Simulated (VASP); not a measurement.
# BaTiO3 (R3m) in VASP: further runs

BaTiO3 is run at these levels: PBE; tasks: electric field gradients.

Everything below comes from runs of VASP 6.6.1. Logs are shortened: lines on timing, memory, paths and dates and some standing lists are left out, and cuts for length are marked.

## (1) The cell of the first run

The structure is trigonal, space group R3m (No. 160). The conventional cell has a = 5.636 Å, b = 5.636 Å, c = 6.930 Å, α = 90.00°, β = 90.00°, γ = 120.00°. Within 3.7 Å of Ba (site symmetry 3m) lie 12 O at 2.78 to 2.87 Å and 8 Ti at 3.37 to 3.56 Å. Ti (site symmetry 3m) has 6 O at 1.87 to 2.13 Å within 2.5 Å. O (site symmetry m) has 2 Ti at 1.87 to 2.13 Å within 2.5 Å.

## (2) Electric field gradients, PBE (volume scaled by 0.99)

INCAR

```
ALGO = Normal ; EDIFF = 1E-8
ENCUT = 520 ; GGA = PE
ISIF = 2 ; ISMEAR = -1
LASPH = True ; LCHARG = False
LEFG = True ; LREAL = False
LWAVE = False ; NBANDS = 28
NELM = 60 ; PREC = Accurate
SIGMA = 0.05
```

KPOINTS

```
k-points
0
Gamma
  9 9 9
```

POSCAR

```
BaTiO3
1.0
    2.8182110027      1.6270948810      2.3099799394
   -2.8182110027      1.6270948810      2.3099799394
    0.0000000000     -3.2541897621      2.3099799394
Ba Ti O
1 1 3
Direct
    0.0000000000      0.0000000000      0.0000000000
    0.5140000000      0.5140000000      0.5140000000
    0.4916000000      0.4916000000      0.9815000000
    0.4916000000      0.9815000000      0.4916000000
    0.9815000000      0.4916000000      0.4916000000
```

Potentials or basis: VASP PAW PBE potentials, release 64 (Ba_sv, Ti_sv, O).

Launch:

```
> cat potpaw_PBE.64/Ba_sv/POTCAR potpaw_PBE.64/Ti_sv/POTCAR potpaw_PBE.64/O/POTCAR > POTCAR
> mpirun -np 1 vasp_std > vasp.out
```

OUTCAR:

```text
EDIFF = 1E-8
   ENCUT = 520
   GGA = PE
   ISIF = 2
   ISMEAR = -1
   LASPH = True
   LREAL = False
   NELM = 60
   PREC = Accurate

 ion  position               nearest neighbor table
   1  0.000  0.000  0.000-   3 2.78   4 2.78   5 2.78   5 2.82   4 2.82   4 2.82   5 2.82   3 2.82
                             3 2.82   3 2.87   4 2.87   5 2.87   2 3.37   2 3.42   2 3.42   2 3.42
   2  0.514  0.514  0.514-   4 1.87   5 1.87   3 1.87   4 2.13   5 2.13   3 2.13   1 3.37   1 3.42
                             1 3.42   1 3.42   1 3.49   1 3.49   1 3.49   1 3.56
   3  0.492  0.492  0.981-   2 1.87   2 2.13   1 2.78   1 2.82   1 2.82   1 2.87
   4  0.492  0.981  0.492-   2 1.87   2 2.13   1 2.78   1 2.82   1 2.82   1 2.87
   5  0.981  0.492  0.492-   2 1.87   2 2.13   1 2.78   1 2.82   1 2.82   1 2.87

  LATTYP: Found a trigonal (rhomboedric) cell.
 ALAT       =     3.9907090007
 COS(alpha) =     0.0025827226

  Lattice vectors:

 A1 = (   2.8182110027,   1.6270948810,   2.3099799394)
 A2 = (  -2.8182110027,   1.6270948810,   2.3099799394)
 A3 = (   0.0000000000,  -3.2541897621,   2.3099799394)

Analysis of symmetry for initial positions (statically):
=====================================================================
 Subroutine PRICEL returns:
 Original cell was already a primitive cell.

 Routine SETGRP: Setting up the symmetry group for a
 trigonal (rhombohedral) supercell.

 Subroutine GETGRP returns: Found  6 space group operations
 (whereof  6 operations were pure point group operations)
 out of a pool of 12 trial point group operations.

The static configuration has the point symmetry C_3v.

Analysis of symmetry for dynamics (positions and initial velocities):
=====================================================================
 Subroutine PRICEL returns:
 Original cell was already a primitive cell.

 Routine SETGRP: Setting up the symmetry group for a
 trigonal (rhombohedral) supercell.

 Subroutine GETGRP returns: Found  6 space group operations
 (whereof  6 operations were pure point group operations)
 out of a pool of 12 trial point group operations.

The dynamic configuration has the point symmetry C_3v.

 Subroutine INISYM returns: Found  6 space group operations
 (whereof  6 operations are pure point group operations),
 and found     1 'primitive' translations

----------------------------------------------------------------------------------------

                                     Primitive cell

  volume of cell :      63.5544

  direct lattice vectors                    reciprocal lattice vectors
     2.818211003  1.627094881  2.309979939     0.177417518  0.102432052  0.144301397
    -2.818211003  1.627094881  2.309979939    -0.177417518  0.102432052  0.144301397
     0.000000000 -3.254189762  2.309979939     0.000000000 -0.204864103  0.144301397

  length of vectors
     3.990709001  3.990709001  3.990709001     0.250583707  0.250583707  0.250583707

  position of ions in fractional coordinates (direct lattice)
     0.000000000  0.000000000  0.000000000
     0.514000000  0.514000000  0.514000000
     0.491600000  0.491600000  0.981500000
     0.491600000  0.981500000  0.491600000
     0.981500000  0.491600000  0.491600000

  ion indices of the primitive-cell ions
   primitive index   ion index
                 1           1
                 2           2
                 3           3
                 4           4
                 5           5

----------------------------------------------------------------------------------------

 KPOINTS: k-points

Automatic generation of k-mesh.
 Grid dimensions read from file:
[... 48 lines left out ...]
   number of dos      NEDOS =    301   number of ions     NIONS =      5
   total plane-waves  NPLWV =  27000
   dimension x,y,z NGX =    30 NGY =   30 NGZ =   30
   dimension x,y,z NGXF=    60 NGYF=   60 NGZF=   60
   ions per type =               1   1   3
   NGX,Y,Z   is equivalent  to a cutoff of  12.50, 12.50, 12.50 a.u.
   NGXF,Y,Z  is equivalent  to a cutoff of  24.99, 24.99, 24.99 a.u.
 SYSTEM =  unknown system
   PREC   = accura    normal or accurate (medium, high low for compatibility)
   ISTART =      0    job   : 0-new  1-cont  2-samecut
   ICHARG =      2    charge: 1-file 2-atom 10-const
   ISPIN  =      1    spin polarized calculation?
   LNONCOLLINEAR =      F non collinear calculations
   LSORBIT =      F    spin-orbit coupling
   LASPH  =      T    aspherical Exc in radial PAW
   ENCUT  =  520.0 eV  38.22 Ry    6.18 a.u.   7.42  7.42  7.42*2*pi/ulx,y,z
   NELM   =     60;   NELMIN=  2; NELMDL= -5     # of ELM steps
   EDIFF  = 0.1E-07   stopping-criterion for ELM
   LREAL  =      F    real-space projection
   EDIFFG = 0.1E-06   stopping-criterion for IOM
   NSW    =      0    number of steps for IOM
   IBRION =     -1    ionic relax: 0-MD 1-quasi-New 2-CG
   NFREE  =      0    steps in history (QN), initial steepest desc. (CG)
   ISIF   =      2    stress and relaxation
   ISYM   =      2    0-nonsym 1-usesym 2-fastsym
   POTIM  = 0.5000    time-step for ionic-motion
   TEBEG  =    0.0;   TEEND  =   0.0 temperature during run
   PSTRESS=    0.0 pullay stress
   NELECT =      40.0000    total number of electrons
   NUPDOWN=      -1.0000    fix difference up-down
   EMIN   =  10.00;   EMAX   =-10.00  energy-range for DOS
   EFERMI =   0.00;   METHOD = LEGACY
   ISMEAR =    -1;   SIGMA  =   0.05  broadening in eV -4-tet -1-fermi 0-gaus
   EFERMI_NEDOS =   21; number of points for ismear=-14 and -15
   IALGO  =     38    algorithm
   IMIX   =      4    mixing-type and parameters
     AMIX     =   0.40;   BMIX     =  1.00
     AMIX_MAG =   1.60;   BMIX_MAG =  1.00
  volume/ion in A,a.u.               =      12.71        85.78
  Fermi-wavevector in a.u.,A,eV,Ry     =   1.402963  2.651216 26.780417  1.968305
  Thomas-Fermi vector in A             =   2.525672
   LORBIT       =      0    0 simple, 1 ext, 2 COOP (PROOUT), +10 PAW based schemes
   GGA     = PE    functional components
   LHFCALC =     F    Hartree Fock is set to
   AEXX    =    0.0000 exact exchange contribution
   IVDW    =     0    specifies the selected vdW correction
   LEPSILON=     F    determine dielectric tensor
   LRPA    =     F    only Hartree local field effects (RPA)
 non-spin polarized calculation
  energy-cutoff  :      520.00
  volume of cell :       63.55
 maximum number of plane-waves:      1743
 NGX is ok and might be reduce to    30
   NGX = 15   NGY = 15   NGZ = 15

 number of electron      40.0000002 magnetization

 Free energy of the ion-electron system (eV)
  ---------------------------------------------------
  ext. energy  EPLUGINS =         0.00000000
  ---------------------------------------------------
  free energy    TOTEN  =       -39.95782633 eV

  energy without entropy =      -39.95782633  energy(sigma->0) =      -39.95782633

 E-fermi :   4.8900     XC(G=0): -11.2887

 val. band max:        3.8138356086   @ k =   0.4444   0.4444   0.4444
 cond. band min:       6.2269033422   @ k =   0.0000   0.0000   0.0000
 fundamental gap:      2.4130677336
 Fermi energy:         4.8899529549

 k-point     1 :       0.0000    0.0000    0.0000
  band No.  band energies     occupation
      1     -52.4081      2.00000
      2     -28.6704      2.00000
      3     -28.6704      2.00000
      4     -28.6679      2.00000
      5     -20.9375      2.00000
      6     -13.0025      2.00000
[... 733 lines left out ...]
     27      12.0628      0.00000
     28      13.6963      0.00000

 [... further k-points ...]
[... 5 lines left out ...]
  --------------------------------------------------------------------------------------
  -------------------------------------------------------------------------------------
  Total        3.5199100      3.5199100      3.3426636      0.0000000     -0.0000000      0.0000000
  in kB       88.7352756     88.7352756     84.2669760      0.0000000     -0.0000000      0.0000000
  external PRESSURE =      87.2458424 kB  Pullay stress =       0.0000000 kB

 VOLUME and BASIS-vectors are now :
 -----------------------------------------------------------------------------
  energy-cutoff  :      520.00
  volume of cell :       63.55
      direct lattice vectors                 reciprocal lattice vectors
     2.818211003  1.627094881  2.309979939     0.177417518  0.102432052  0.144301397
    -2.818211003  1.627094881  2.309979939    -0.177417518  0.102432052  0.144301397
     0.000000000 -3.254189762  2.309979939     0.000000000 -0.204864103  0.144301397

 POSITION                                       TOTAL-FORCE (eV/Angst)
 -----------------------------------------------------------------------------------
      0.00000      0.00000      0.00000         0.000000     -0.000000      0.072077
      0.00000     -0.00000      3.56199         0.000000      0.000000     -0.243139
      0.00000     -1.59423      4.53842         0.000000     -0.279061      0.057021
     -1.38064      0.79711      4.53842        -0.241674      0.139530      0.057021
      1.38064      0.79711      4.53842         0.241674      0.139530      0.057021
 -----------------------------------------------------------------------------------
    total drift:                               -0.000000      0.000004     -0.001307

  FREE ENERGIE OF THE ION-ELECTRON SYSTEM (eV)
  ---------------------------------------------------
  free  energy   TOTEN  =       -39.9578263328 eV

  energy  without entropy=      -39.9578263327  energy(sigma->0) =      -39.95782633

 Electric field gradients (V/A^2)
---------------------------------------------------------------------
 ion       V_xx      V_yy      V_zz      V_xy      V_xz      V_yz
---------------------------------------------------------------------
   1      -1.790    -1.790     3.581     0.000    -0.000     0.000
   2      -5.169    -5.169    10.337    -0.000    -0.000     0.000
   3     -10.225     8.532     1.693    -0.000     0.000   -14.053
   4       3.843    -5.536     1.693    -8.122   -12.171     7.027
   5       3.843    -5.536     1.693     8.122    12.171     7.027
---------------------------------------------------------------------

 Electric field gradients after diagonalization (V/A^2)
 (convention: |V_zz| > |V_xx| > |V_yy|)
----------------------------------------------------------------------
 ion       V_xx      V_yy      V_zz     asymmetry (V_yy - V_xx)/ V_zz
----------------------------------------------------------------------
   1      -1.790    -1.790     3.581       0.000
   2      -5.169    -5.169    10.337       0.000
   3     -10.225    -9.351    19.576       0.045
   4     -10.225    -9.351    19.576       0.045
   5     -10.225    -9.351    19.576       0.045
----------------------------------------------------------------------

           NMR quadrupolar parameters

 Cq : quadrupolar parameter    Cq=e*Q*V_zz/h
 eta: asymmetry parameters     (V_yy - V_xx)/ V_zz
 Q  : nuclear electric quadrupole moment in mb (millibarn)
----------------------------------------------------------------------
 ion       Cq(MHz)       eta       Q (mb)
----------------------------------------------------------------------
   1       0.009       0.000       1.000
   2       0.025       0.000       1.000
   3       0.047       0.045       1.000
   4       0.047       0.045       1.000
   5       0.047       0.045       1.000
----------------------------------------------------------------------
```

Wall time 1.8 min (1 thread of Intel Xeon Platinum 8559C (Emerald Rapids), shared host); peak memory 0.27 GiB.

What came out:

```yaml
Free_energy: -39.9578 eV
Pressure: 8.7 GPa
Largest_force: 0.285 eV/Å
Band_gap_on_the_k_mesh: 2.41 eV, indirect (least direct gap 2.76 eV)
```

Forces in eV/Å, atoms in the order of the input:
```
Ba   0.000  0.000  0.072
Ti   0.000  0.000 -0.243
O    0.000 -0.279  0.057
O   -0.242  0.140  0.057
O    0.242  0.140  0.057
```

Levels at points of the mesh, in eV from the valence-band top:
```
           k point  band 18  band 19  band 20  band 21  band 22  band 23
(0.00, 0.00, 0.00)    -0.48    -0.34    -0.34     2.41     2.41     2.54
```

Electric field gradients, principal values (V/Å²):
| atom | least | middle | greatest (by size) |
| --- | --- | --- | --- |
| 1 Ba | -1.790 | -1.790 | 3.581 |
| 2 Ti | -5.169 | -5.169 | 10.337 |
| 3 O | -9.351 | -10.225 | 19.576 |
| 4 O | -9.351 | -10.225 | 19.576 |
| 5 O | -9.351 | -10.225 | 19.576 |

Caveat: without QUAD_EFG the Cq values of the log hold for a quadrupole moment of 1 mb, not for the nuclei; spin-orbit coupling is left out, which moves the levels of the heavy elements. A k mesh can miss the band edges.

[end of part 1 of 3]
